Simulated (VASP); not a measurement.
# Os (P6_3/mmc) in VASP: further runs, part 2 of 2

VASP 6.6.1.

## 4. Single point, r2SCAN+rVV10

Input file POSCAR:

```
Os
1.0
    2.7157497827      0.0000000000      0.0000000000
   -1.3578748913      2.3519083021      0.0000000000
    0.0000000000      0.0000000000      4.2907078513
Os
2
Direct
    0.6666666667      0.3333333333      0.7500000000
    0.3333333333      0.6666666667      0.2500000000
```

Input file INCAR.step1:

```
SYSTEM = Os
PREC = Accurate ; ENCUT = 620
ISMEAR = -1 ; SIGMA = 0.05
LREAL = .FALSE. ; LASPH = .TRUE.
NELM = 120 ; NBANDS = 23
GGA = PE ; ALGO = Normal
EDIFF = 1E-5 ; LWAVE = .TRUE.
LCHARG = .FALSE. ; GGA_COMPAT = .FALSE.
```

Input file INCAR.step2:

```
SYSTEM = Os
PREC = Accurate ; ENCUT = 620
EDIFF = 1E-6 ; ISMEAR = -1
SIGMA = 0.05 ; LREAL = .FALSE.
LASPH = .TRUE. ; NELM = 120
ALGO = Normal ; ISIF = 2
LWAVE = .FALSE. ; LCHARG = .FALSE.
METAGGA = R2SCAN ; LMIXTAU = .TRUE.
LUSE_VDW = .TRUE. ; IVDW_NL = 2
BPARAM = 11.95 ; CPARAM = 0.0093
NBANDS = 23 ; ISTART = 1
GGA_COMPAT = .FALSE.
```

Input file KPOINTS:

```
Automatic mesh
0
G
  11 11 6
  0 0 0
```

Potentials or basis: VASP PAW PBE potentials, release 64 (Os_sv_GW).

The run is started by

```bash
> cat potpaw_PBE.64/Os_sv_GW/POTCAR > POTCAR
> cp INCAR.step1 INCAR
> mpirun -np 1 vasp_std > vasp.out
> cp INCAR.step2 INCAR
> mpirun -np 1 vasp_std > vasp.out
```

OUTCAR:

```text
SYSTEM = Os
   PREC = Accurate
   ENCUT = 620
   EDIFF = 1E-6
   ISMEAR = -1
   LREAL = .FALSE.
   LASPH = .TRUE.
   NELM = 120
   ISIF = 2
   METAGGA = R2SCAN
   IVDW_NL = 2
   BPARAM = 11.95
   ISTART = 1

 ion  position               nearest neighbor table
   1  0.667  0.333  0.750-   2 2.66   2 2.66   2 2.66   2 2.66   2 2.66   2 2.66
   2  0.333  0.667  0.250-   1 2.66   1 2.66   1 2.66   1 2.66   1 2.66   1 2.66

  LATTYP: Found a hexagonal cell.
 ALAT       =     2.7157497827
 C/A-ratio  =     1.5799348963

  Lattice vectors:

 A1 = (   2.7157497827,   0.0000000000,   0.0000000000)
 A2 = (  -1.3578748913,   2.3519083021,   0.0000000000)
 A3 = (   0.0000000000,   0.0000000000,   4.2907078513)

Analysis of symmetry for initial positions (statically):
=====================================================================
 Subroutine PRICEL returns:
 Original cell was already a primitive cell.

 Routine SETGRP: Setting up the symmetry group for a
 hexagonal supercell.

 Subroutine GETGRP returns: Found 24 space group operations
 (whereof 12 operations were pure point group operations)
 out of a pool of 24 trial point group operations.

The static configuration has the point symmetry D_3d.
 The point group associated with its full space group is D_6h.

Analysis of symmetry for dynamics (positions and initial velocities):
=====================================================================
 Subroutine PRICEL returns:
 Original cell was already a primitive cell.

 Routine SETGRP: Setting up the symmetry group for a
 hexagonal supercell.

 Subroutine GETGRP returns: Found 24 space group operations
 (whereof 12 operations were pure point group operations)
 out of a pool of 24 trial point group operations.

The dynamic configuration has the point symmetry D_3d.
 The point group associated with its full space group is D_6h.

 Subroutine INISYM returns: Found 24 space group operations
 (whereof 12 operations are pure point group operations),
 and found     1 'primitive' translations

----------------------------------------------------------------------------------------

                                     Primitive cell

  volume of cell :      27.4056

  direct lattice vectors                    reciprocal lattice vectors
     2.715749783  0.000000000  0.000000000     0.368222436  0.212593322  0.000000000
    -1.357874891  2.351908302  0.000000000     0.000000000  0.425186645  0.000000000
     0.000000000  0.000000000  4.290707851     0.000000000  0.000000000  0.233061778

  length of vectors
     2.715749783  2.715749783  4.290707851     0.425186645  0.425186645  0.233061778

  position of ions in fractional coordinates (direct lattice)
     0.666666667  0.333333333  0.750000000
     0.333333333  0.666666667  0.250000000

  ion indices of the primitive-cell ions
   primitive index   ion index
                 1           1
                 2           2

----------------------------------------------------------------------------------------

 KPOINTS: Automatic mesh

Automatic generation of k-mesh.
 Grid dimensions read from file:
 generate k-points for:   11   11    6

 Generating k-lattice:

  Cartesian coordinates                     Fractional coordinates (reciprocal lattice)
     0.033474767  0.019326666  0.000000000     0.090909091  0.000000000  0.000000000
     0.000000000  0.038653331  0.000000000     0.000000000  0.090909091  0.000000000
     0.000000000  0.000000000  0.038843630     0.000000000  0.000000000  0.166666667

  Length of vectors
     0.038653331  0.038653331  0.038843630

  Shift w.r.t. Gamma in fractional coordinates (k-lattice)
     0.000000000  0.000000000  0.000000000

 Subroutine IBZKPT returns following result:
 ===========================================

 Found     64 irreducible k-points:

 Following reciprocal coordinates:
            Coordinates               Weight
  0.000000  0.000000  0.000000      1.000000
  0.090909  0.000000  0.000000      6.000000
  0.181818  0.000000  0.000000      6.000000
  0.272727  0.000000  0.000000      6.000000
  0.363636  0.000000  0.000000      6.000000
  0.454545 -0.000000  0.000000      6.000000
[... 16 lines left out ...]
  0.090909  0.090909  0.166667     12.000000
  0.181818  0.090909  0.166667     24.000000
 [... further k-points ...]
   k-points           NKPTS =     64   k-points in BZ     NKDIM =     64   number of bands    NBANDS=     23
   number of dos      NEDOS =    301   number of ions     NIONS =      2
   total plane-waves  NPLWV =  20736
   dimension x,y,z NGX =    24 NGY =   24 NGZ =   36
   dimension x,y,z NGXF=    48 NGYF=   48 NGZF=   72
   ions per type =               2
   NGX,Y,Z   is equivalent  to a cutoff of  14.69, 14.69, 13.95 a.u.
   NGXF,Y,Z  is equivalent  to a cutoff of  29.38, 29.38, 27.90 a.u.
 SYSTEM =  Os
   PREC   = accura    normal or accurate (medium, high low for compatibility)
   ISTART =      1    job   : 0-new  1-cont  2-samecut
   ICHARG =      0    charge: 1-file 2-atom 10-const
   ISPIN  =      1    spin polarized calculation?
   LNONCOLLINEAR =      F non collinear calculations
   LSORBIT =      F    spin-orbit coupling
   LASPH  =      T    aspherical Exc in radial PAW
   ENCUT  =  620.0 eV  45.57 Ry    6.75 a.u.   5.51  5.51  8.71*2*pi/ulx,y,z
   NELM   =    120;   NELMIN=  2; NELMDL=  0     # of ELM steps
   EDIFF  = 0.1E-05   stopping-criterion for ELM
   LREAL  =      F    real-space projection
   EDIFFG = 0.1E-04   stopping-criterion for IOM
   NSW    =      0    number of steps for IOM
   IBRION =     -1    ionic relax: 0-MD 1-quasi-New 2-CG
   NFREE  =      0    steps in history (QN), initial steepest desc. (CG)
   ISIF   =      2    stress and relaxation
   ISYM   =      2    0-nonsym 1-usesym 2-fastsym
   POTIM  = 0.5000    time-step for ionic-motion
   TEBEG  =    0.0;   TEEND  =   0.0 temperature during run
   PSTRESS=    0.0 pullay stress
   NELECT =      32.0000    total number of electrons
   NUPDOWN=      -1.0000    fix difference up-down
   EMIN   =  10.00;   EMAX   =-10.00  energy-range for DOS
   EFERMI =   0.00;   METHOD = LEGACY
   ISMEAR =    -1;   SIGMA  =   0.05  broadening in eV -4-tet -1-fermi 0-gaus
   EFERMI_NEDOS =   21; number of points for ismear=-14 and -15
   IALGO  =     38    algorithm
   IMIX   =      4    mixing-type and parameters
     AMIX     =   0.40;   BMIX     =  1.00
     AMIX_MAG =   1.60;   BMIX_MAG =  1.00
  volume/ion in A,a.u.               =      13.70        92.47
  Fermi-wavevector in a.u.,A,eV,Ry     =   1.723899  3.257697 40.434167  2.971827
  Thomas-Fermi vector in A             =   2.799689
   LORBIT       =      0    0 simple, 1 ext, 2 COOP (PROOUT), +10 PAW based schemes
   METAGGA = R2SCAN    functional components
   LHFCALC =     F    Hartree Fock is set to
   AEXX    =    0.0000 exact exchange contribution
   IVDW_NL    =     2    kernel type
   BPARAM     =11.9500
   IVDW    =     0    specifies the selected vdW correction
   LEPSILON=     F    determine dielectric tensor
   LRPA    =     F    only Hartree local field effects (RPA)
 non-spin polarized calculation
  energy-cutoff  :      620.00
  volume of cell :       27.41
 maximum number of plane-waves:       990
 NGX is ok and might be reduce to    24
   NGX = 11   NGY = 11   NGZ = 17

 number of electron      31.9999999 magnetization

 Free energy of the ion-electron system (eV)
  ---------------------------------------------------
  ext. energy  EPLUGINS =         0.00000000
  ---------------------------------------------------
  free energy    TOTEN  =      -107.65022138 eV

  energy without entropy =     -107.63817083  energy(sigma->0) =     -107.64419610

 E-fermi :  13.9218     XC(G=0): -16.1895

 val. band max:       13.9031894065   @ k =   0.0909   0.0000   0.3333
 cond. band min:      13.9308792202   @ k =   0.0000   0.0000   0.0000
 fundamental gap:      0.0276898137
 Fermi energy:        13.9217955282

 k-point     1 :       0.0000    0.0000    0.0000
  band No.  band energies     occupation
      1     -74.8121      2.00000
      2     -74.6686      2.00000
      3     -34.2450      2.00000
      4     -33.1636      2.00000
      5     -33.1636      2.00000
      6     -32.9614      2.00000
[... 15 lines left out ...]
     22      27.9048      0.00000
     23      30.4308      0.00000
[... 575 lines left out ...]
      1     -74.7541      2.00000
      2     -74.6597      2.00000
      3     -34.0046      2.00000
      4     -33.5055      2.00000
      5     -33.4491      2.00000
      6     -33.2699      2.00000
[... 15 lines left out ...]
     22      29.7242      0.00000
     23      30.6425      0.00000

 [... further k-points ...]

------------------------ aborting loop because EDIFF is reached ----------------------------------------

  FORCE on cell =-STRESS in cart. coord.  units (eV):
  Direction    XX          YY          ZZ          XY          YZ          ZX
  --------------------------------------------------------------------------------------
  -------------------------------------------------------------------------------------
  Total        1.2314448      1.2314448      1.2566496      0.0000000      0.0000000      0.0000000
  in kB       71.9923653     71.9923653     73.4658795      0.0000000      0.0000000      0.0000000
  external PRESSURE =      72.4835367 kB  Pullay stress =       0.0000000 kB

 VOLUME and BASIS-vectors are now :
 -----------------------------------------------------------------------------
  energy-cutoff  :      620.00
  volume of cell :       27.41
      direct lattice vectors                 reciprocal lattice vectors
     2.715749783  0.000000000  0.000000000     0.368222436  0.212593322  0.000000000
    -1.357874891  2.351908302  0.000000000     0.000000000  0.425186645  0.000000000
     0.000000000  0.000000000  4.290707851     0.000000000  0.000000000  0.233061778

 POSITION                                       TOTAL-FORCE (eV/Angst)
 -----------------------------------------------------------------------------------
      1.35787      0.78397      3.21803        -0.000000      0.000000      0.000000
     -0.00000      1.56794      1.07268         0.000000     -0.000000      0.000000
 -----------------------------------------------------------------------------------
    total drift:                                0.000000     -0.000000      0.000000

  FREE ENERGIE OF THE ION-ELECTRON SYSTEM (eV)
  ---------------------------------------------------
  free  energy   TOTEN  =      -107.6502213752 eV

  energy  without entropy=     -107.6381708303  energy(sigma->0) =     -107.64419610
```

It took 2.6 min on 1 thread of Intel Xeon Platinum 8488C (Sapphire Rapids), shared host; peak memory 0.28 GiB.

What came out:

```
Free energy            : -107.6502 eV
Pressure               : 7.2 GPa
Band gap on the k mesh : zero (bands 16 and 17 overlap by 4.21 eV)
```

Caveat: the cell stands under pressure; the PAW data sets were made with another functional, which shifts forces and pressure a little; spin-orbit coupling is left out, which moves the levels of the heavy elements.

## 5. Summary

```csv
level,potentials or basis,cell,k mesh,cutoff (eV),grid for exact exchange (PRECFOCK),share of exact exchange,gap on the mesh (eV),pressure (GPa)
r2SCAN0,"VASP PAW PBE potentials, release 64 (Os)","a = 2.716, b = 2.716, c = 4.291 Å, angles 90.0, 90.0, 120.0°, 2 atoms",6 × 6 × 3,520,Normal,0.25,none,1.2
r2SCAN0,"VASP PAW PBE potentials, release 64 (Os)","a = 2.752, b = 2.752, c = 4.348 Å, angles 90.0, 90.0, 120.0°, 2 atoms",6 × 6 × 3,520,Normal,0.25,none,-16.3
r2SCAN+rVV10,"VASP PAW PBE potentials, release 64 (Os_sv_GW)","a = 2.716, b = 2.716, c = 4.291 Å, angles 90.0, 90.0, 120.0°, 2 atoms",11 × 11 × 6,620,-,-,none,7.2
```

Alike in all rows: task single point; no spin polarisation; smearing fermi-dirac 0.05 eV.

Caveats: some runs use coarse meshes; the PAW data sets were made with another functional, which shifts forces and pressure a little; spin-orbit coupling is left out, which moves the levels of the heavy elements; the cell stands under pressure (at least some runs).

Absolute energies hang on the potentials; compare differences alone.

The gap in the log of VASP goes by the Fermi energy; the results here count the filled bands.